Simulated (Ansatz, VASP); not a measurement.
Two plane-wave programs on YbCr2Ge2

```
Ge Cr Yb
1.0
     0.00000    4.12286    0.00000
     4.12286    0.00000    0.00000
     2.06143    2.06143   -5.69189
Ge Cr Yb
2 2 1
Direct
  0.39238 0.39238 0.21524
  0.60762 0.60762 0.78476
  0.75000 0.25000 0.50000
  0.25000 0.75000 0.50000
  0.00000 0.00000 0.00000
```

Alike in both runs: functional PBE; k mesh 5 × 5 × 5; collinear spin; Hubbard terms Cr d U = 2.0 eV.

Ansatz relaxed the structure, and its values are those at the end. VASP's run is a single point on that final structure, the one shown.

```csv
,VASP,Ansatz
version,VASP 6.6.1,Ansatz 0.2.0
potentials or method,"VASP PAW PBE potentials, release 64 (Ge_d, Cr_pv, Yb), cutoff 520 eV",PAW plane waves
occupations,"fermi-dirac, width 0.1 eV",fermi-dirac
valence electrons in the cell,76,80
```

```csv
,VASP,Ansatz,Ansatz less VASP
gap on the k mesh at the Fermi level (eV),none,none,-
pressure (GPa),-1.4,0.0,+1.38
rms of the force components (eV/Å),0.071,0.000,-0.0709
net moment per atom (μB),0.00,0.00,0.000
size of the moment on the site where the two differ most (μB),3.61,3.54,-0.069
```

Site moments also hang on the region over which each program counts them. The programs project onto different local orbitals, so the same U acts differently, and such runs can settle in different states. A gap of «none» marks a metal or a gap that the smearing closes. VASP's potentials hold 76 valence electrons a cell and Ansatz's 80, so a difference there can come from the potentials and not from the codes. Ansatz's warnings: end state compared, filled band counts differ across k points.

Spin-orbit coupling is off throughout.
